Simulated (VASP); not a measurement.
The system is MoSe.

```
CELL_PARAMETERS angstrom
0.00000 2.70875 2.70875
2.70875 0.00000 2.70875
2.70875 2.70875 0.00000
ATOMIC_POSITIONS crystal
Mo 0.00000 0.00000 0.00000
Se 0.25000 0.25000 0.25000
```

| Quantity | Value |
| --- | --- |
| Program | VASP 6.6.1 |
| Task | relaxation of cell and atoms |
| Functional | PBE |
| Potentials or basis | VASP PAW PBE potentials, release 64 (Mo_sv, Se) |
| Cutoff | 600 eV |
| k mesh | 6 × 6 × 6 |
| Occupations | gaussian, width 0.1 eV |
| Spin | collinear spin |
| Starting moments | [0.28, 0.0] μB |

At the start: pressure 18.7 GPa; volume 19.88 Å³/atom.

Question: How do energy, volume and symmetry change on relaxing?

Answer: Over 4 steps the energy falls by 156.7 meV/atom and the volume is 22.98 Å³/atom (+15.6 %); space group F-43m (No. 216, to 0.1 Å) before and after; moment 1.23 μB per cell.

The path:
| step | energy change (eV) | largest force (eV/Å) | pressure (GPa) | volume (Å³) |
| --- | --- | --- | --- | --- |
| 1 | 0.0000 | 0.0000 | 18.67 | 39.75 |
| 2 | 0.0529 | 0.0000 | -11.62 | 54.62 |
| 3 | -0.3132 | 0.0000 | -0.37 | 46.11 |
| 4 | -0.3134 | 0.0000 | -0.09 | 45.96 |

Final structure:
```
Mo Se
1.0
     0.00000    2.84296    2.84296
     2.84296    0.00000    2.84296
     2.84296    2.84296    0.00000
Mo Se
1 1
Direct
  0.00000 0.00000 0.00000
  0.25000 0.25000 0.25000
```

Caveat: the volume moved by over 15 % at a fixed basis, so the end points are rough.
